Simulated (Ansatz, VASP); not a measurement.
Two plane-wave programs on TiAl

File INCAR:

```
PREC = Accurate
ENCUT = 520
EDIFF = 1E-7
ISMEAR = 0
SIGMA = 0.15
LREAL = F
LASPH = T
NELM = 80
ALGO = Fast
ISIF = 2
LWAVE = F
LCHARG = T
GGA = CA
LELF = T
LVHAR = T
NBANDS = 14
```

KPOINTS

```
regular mesh
0
Gamma
  16 16 16
```

File POSCAR:

```
TiAl
1.0
    3.1268333296      0.0000000000      0.0000000000
    0.0000000000      3.1268333296      0.0000000000
    0.0000000000      0.0000000000      3.3056881960
Ti Al
1 1
Direct
    0.0000000000      0.0000000000      0.0000000000
    0.5000000000      0.5000000000      0.5000000000
```

Input for Ansatz:

```yaml
crystal:
  lattice:
    - [3.1268333296, 0.0, 0.0]
    - [0.0, 3.1268333296, 0.0]
    - [0.0, 0.0, 3.305688196]
  atoms:
    - { symbol: Ti, position: [0.0, 0.0, 0.0] }
    - { symbol: Al, position: [0.5, 0.5, 0.5] }
basis:
  ecutwfc: 520.0
kpoints:
  mp_grid: { grid: [16, 16, 16] }
hamiltonian:
  xc: lda
  pseudopotentials: { kind: paw, azcp: { folder: soft_1 } }
scf:
  occupations: { method: gaussian, width: 0.15 }
output:
  forces: true
  stress: true
  eigenvalues: true
```

Alike in both runs: task single point; functional LDA; k mesh 16 × 16 × 16; occupations gaussian, width 0.15 eV; no spin polarisation.

|  | VASP | Ansatz |
| --- | --- | --- |
| version | VASP 6.6.1 | Ansatz 0.2.0 |
| potentials or method | VASP PAW LDA potentials, release 64 (Ti_sv, Al), cutoff 520 eV | scalar-relativistic, plane waves, PAW |
| valence electrons in the cell | 15 | 15 |

```tsv
	VASP	Ansatz	Ansatz less VASP
gap on the k mesh at the Fermi level (eV)	none	none	-
pressure (GPa)	-6.2	-6.4	-0.16
traceless stress, the component that is largest in VASP (GPa)	3.07	3.06	-0.012
```

Ansatz warns that its potentials were made for another functional, while VASP's fit it. LDA's correlation is that of Perdew and Zunger in VASP and of Perdew and Wang (1992) in Ansatz. A gap of «none» marks a metal or a gap that the smearing closes.
